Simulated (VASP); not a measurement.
# Mo in VASP: further runs, part 2 of 2

VASP 6.6.1.

## Step 6: Single point, PBE (volume scaled by 0.91)

INCAR reads:

```
PREC = Accurate
ENCUT = 520
EDIFF = 1E-6
ISMEAR = 0
SIGMA = 0.1
LREAL = False
LASPH = True
NELM = 60
ALGO = Normal
ISIF = 2
LWAVE = False
LCHARG = True
GGA = PE
LELF = True
LVHAR = True
NBANDS = 13
```

KPOINTS reads:

```
Automatic mesh
0
Gamma
  24 24 24
```

POSCAR reads:

```
Mo
1.0
   -1.5315144630      1.5315144630      1.5315144630
    1.5315144630     -1.5315144630      1.5315144630
    1.5315144630      1.5315144630     -1.5315144630
Mo
1
Direct
    0.0000000000      0.0000000000      0.0000000000
```

Potentials or basis: VASP PAW PBE potentials, release 64 (Mo_sv).

The run is started by

```sh
$ cat potpaw_PBE.64/Mo_sv/POTCAR > POTCAR
$ mpirun -np 1 vasp_std > vasp.out
```

OUTCAR:

```text
PREC = Accurate
   ENCUT = 520
   EDIFF = 1E-6
   ISMEAR = 0
   LREAL = False
   LASPH = True
   NELM = 60
   ISIF = 2
   GGA = PE

 ion  position               nearest neighbor table
   1  0.000  0.000  0.000-

  LATTYP: Found a body centered cubic cell.
 ALAT       =     3.0630289260

  Lattice vectors:

 A1 = (  -1.5315144630,   1.5315144630,   1.5315144630)
 A2 = (   1.5315144630,  -1.5315144630,   1.5315144630)
 A3 = (   1.5315144630,   1.5315144630,  -1.5315144630)

Analysis of symmetry for initial positions (statically):
=====================================================================
 Subroutine PRICEL returns:
 Original cell was already a primitive cell.

 Routine SETGRP: Setting up the symmetry group for a
 body centered cubic supercell.

 Subroutine GETGRP returns: Found 48 space group operations
 (whereof 48 operations were pure point group operations)
 out of a pool of 48 trial point group operations.

The static configuration has the point symmetry O_h .

Analysis of symmetry for dynamics (positions and initial velocities):
=====================================================================
 Subroutine PRICEL returns:
 Original cell was already a primitive cell.

 Routine SETGRP: Setting up the symmetry group for a
 body centered cubic supercell.

 Subroutine GETGRP returns: Found 48 space group operations
 (whereof 48 operations were pure point group operations)
 out of a pool of 48 trial point group operations.

The dynamic configuration has the point symmetry O_h .

 Subroutine INISYM returns: Found 48 space group operations
 (whereof 48 operations are pure point group operations),
 and found     1 'primitive' translations

----------------------------------------------------------------------------------------

[... 109 lines left out ...]
     AMIX     =   0.40;   BMIX     =  1.00
     AMIX_MAG =   1.60;   BMIX_MAG =  1.00
  volume/ion in A,a.u.               =      14.37        96.97
  Fermi-wavevector in a.u.,A,eV,Ry     =   1.622967  3.066963 35.838052  2.634023
  Thomas-Fermi vector in A             =   2.716494
   LORBIT       =      0    0 simple, 1 ext, 2 COOP (PROOUT), +10 PAW based schemes
   GGA     = PE    functional components
   LHFCALC =     F    Hartree Fock is set to
   AEXX    =    0.0000 exact exchange contribution
   IVDW    =     0    specifies the selected vdW correction
   LEPSILON=     F    determine dielectric tensor
   LRPA    =     F    only Hartree local field effects (RPA)
 non-spin polarized calculation
 Gauss-broadening in eV      SIGMA  =   0.10
  energy-cutoff  :      520.00
  volume of cell :       14.37
 maximum number of plane-waves:       402
   NGX =  9   NGY =  9   NGZ =  9

 number of electron      13.9999999 magnetization

 Free energy of the ion-electron system (eV)
  ---------------------------------------------------
  ext. energy  EPLUGINS =         0.00000000
  ---------------------------------------------------
  free energy    TOTEN  =       -10.80859683 eV

  energy without entropy =      -10.80562285  energy(sigma->0) =      -10.80710984

 E-fermi :  14.0613     XC(G=0): -13.8724

 val. band max:       14.0565616883   @ k =   0.3750   0.1250   0.0417
 cond. band min:      14.0622985406   @ k =   0.1250   0.0833   0.0000
 fundamental gap:      0.0057368523
 Fermi energy:        14.0613160625

 k-point     1 :       0.0000    0.0000    0.0000
  band No.  band energies     occupation
      1     -47.3138      2.00000
      2     -20.3561      2.00000
      3     -20.3561      2.00000
      4     -20.3561      2.00000
      5       6.5083      2.00000
      6      12.4588      2.00000
      7      12.4588      2.00000
      8      12.4588      2.00000
      9      15.8101      0.00000
     10      15.8101      0.00000
     11      28.9412      0.00000
     12      28.9412      0.00000
     13      28.9412      0.00000
[... 354 lines left out ...]
  band No.  band energies     occupation
      1     -46.9430      2.00000
      2     -22.1579      2.00000
      3     -20.9342      2.00000
      4     -20.3891      2.00000
      5       8.2139      2.00000
      6      10.1995      2.00000
      7      15.4822      0.00000
      8      15.8958      0.00000
      9      16.8677      0.00000
     10      19.4676      0.00000
     11      26.2576      0.00000
     12      27.0196      0.00000
     13      32.4200      0.00000

 [... further k-points ...]
[... 5 lines left out ...]
  --------------------------------------------------------------------------------------
  -------------------------------------------------------------------------------------
  Total        2.7452448      2.7452448      2.7452448     -0.0000000     -0.0000000      0.0000000
  in kB      306.1035481    306.1035481    306.1035481     -0.0000000     -0.0000000      0.0000000
  external PRESSURE =     306.1035481 kB  Pullay stress =       0.0000000 kB

 VOLUME and BASIS-vectors are now :
 -----------------------------------------------------------------------------
  energy-cutoff  :      520.00
  volume of cell :       14.37
      direct lattice vectors                 reciprocal lattice vectors
    -1.531514463  1.531514463  1.531514463     0.000000000  0.326474227  0.326474227
     1.531514463 -1.531514463  1.531514463     0.326474227  0.000000000  0.326474227
     1.531514463  1.531514463 -1.531514463     0.326474227  0.326474227  0.000000000

 POSITION                                       TOTAL-FORCE (eV/Angst)
 -----------------------------------------------------------------------------------
      0.00000      0.00000      0.00000         0.000000     -0.000000     -0.000000
 -----------------------------------------------------------------------------------
    total drift:                                0.000000     -0.000000      0.000000

  FREE ENERGIE OF THE ION-ELECTRON SYSTEM (eV)
  ---------------------------------------------------
  free  energy   TOTEN  =       -10.8085968340 eV

  energy  without entropy=      -10.8056228482  energy(sigma->0) =      -10.80710984
```

OSZICAR:

```text
N       E                     dE             d eps       ncg     rms          rms(c)
DAV:   1     0.927557089161E+02    0.92756E+02   -0.81081E+03 10852   0.112E+03
DAV:   2    -0.102509781569E+02   -0.10301E+03   -0.99033E+02 12393   0.314E+02
DAV:   3    -0.113875298457E+02   -0.11366E+01   -0.11342E+01 11928   0.329E+01
DAV:   4    -0.113899785961E+02   -0.24488E-02   -0.24487E-02 12173   0.185E+00
DAV:   5    -0.113899930871E+02   -0.14491E-04   -0.14491E-04 12113   0.127E-01    0.179E+01
DAV:   6    -0.108912969496E+02    0.49870E+00   -0.58246E-01 11108   0.963E+00    0.575E+00
DAV:   7    -0.108121505589E+02    0.79146E-01   -0.14344E-01 11858   0.460E+00    0.787E-01
DAV:   8    -0.108085375879E+02    0.36130E-02   -0.37737E-03 11148   0.791E-01    0.149E-01
DAV:   9    -0.108085910730E+02   -0.53485E-04   -0.62580E-05 12763   0.974E-02    0.838E-02
DAV:  10    -0.108085963182E+02   -0.52453E-05   -0.13166E-05 11248   0.454E-02    0.494E-03
DAV:  11    -0.108085968340E+02   -0.51579E-06   -0.95809E-08  6159   0.383E-03
   1 F= -.10808597E+02 E0= -.10807110E+02  d E =-.297399E-02
```

stdout:

```text
POSCAR found type information on POSCAR Mo
 POSCAR found :  1 types and       1 ions
 scaLAPACK will be used
 LDA part: xc-table for (Slater+PW92), standard interpolation
 POSCAR, INCAR and KPOINTS ok, starting setup
 FFT: planning ... GRIDC
 FFT: planning ... GRID_SOFT
 FFT: planning ... GRID
 WAVECAR not read
 entering main loop
```

It took 30 s on 1 thread of Intel Xeon 6975P-C, shared host; peak memory 0.19 GiB.

Results:

```
Free energy            : -10.8086 eV
Pressure               : 30.6 GPa
Band gap on the k mesh : zero (band 7 reaches 18.48 eV, above the bottom of band 8 at 12.46 eV)
```

## Step 7: The runs side by side

```csv
task,spin,cell,k mesh,cutoff (eV),gap on the mesh (eV),pressure (GPa)
relaxation of cell and atoms,off,"relaxed from a = 2.735 Å, angles 109.5°, 1 atom",8 × 8 × 8,600,none,0.0
single point,"collinear, ferromagnetic start","a = 2.740 Å, angles 109.5°, 1 atom",8 × 8 × 8,520,none,0.5
single point,off,"a = 3.159, b = 3.159, c = 3.157 Å, 2 atoms",6 × 6 × 4,520,none,0.6
single point,off,"a = 2.623 Å, angles 109.5°, 1 atom",24 × 24 × 24,520,none,44.3
single point,off,"a = 2.653 Å, angles 109.5°, 1 atom",24 × 24 × 24,520,none,30.6
```

Alike in all rows: level PBE; potentials or basis VASP PAW PBE potentials, release 64 (Mo_sv); smearing gaussian 0.1 eV.

Caveats: some runs use coarse meshes.

Total energies depend on the potentials used, so only differences within one code and one set of settings carry meaning.
